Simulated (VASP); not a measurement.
A run of VASP 6.6.1:

The input INCAR:

```
SYSTEM = Ga
  ALGO = Normal
  EDIFF = 1E-8
  ENCUT = 520
  GGA = CA
  ISIF = 2
  ISMEAR = -1
  LASPH = .TRUE.
  LCHARG = .FALSE.
  LEFG = .TRUE.
  LREAL = .FALSE.
  LWAVE = .FALSE.
  NBANDS = 20
  NELM = 60
  PREC = Accurate
  SIGMA = 0.08
```

KPOINTS

```
k-points
0
G
  12 12 10
  0 0 0
```

Contents of POSCAR:

```
Ga
1.0
    1.4355000000     -4.0243500000      0.0000000000
    1.4355000000      4.0243500000      0.0000000000
    0.0000000000      0.0000000000      3.1700000000
Ga
2
Direct
    0.8670000000      0.1330000000      0.2500000000
    0.1330000000      0.8670000000      0.7500000000
```

Potentials or basis: VASP PAW LDA potentials, release 64 (Ga_d).

Command:

```console
$ cat potpaw_LDA.64/Ga_d/POTCAR > POTCAR
$ mpirun -np 1 vasp_std > vasp.out
```

Hardware: 1 thread of Intel(R) Xeon(R) 6975P-C (Granite Rapids), with other jobs on the host.

How long does it take, and how much memory?

It took 55 s on 1 thread of Intel(R) Xeon(R) 6975P-C (Granite Rapids) (shared host), peak memory 0.25 GiB. Counts: scf iterations 12, k points 258.
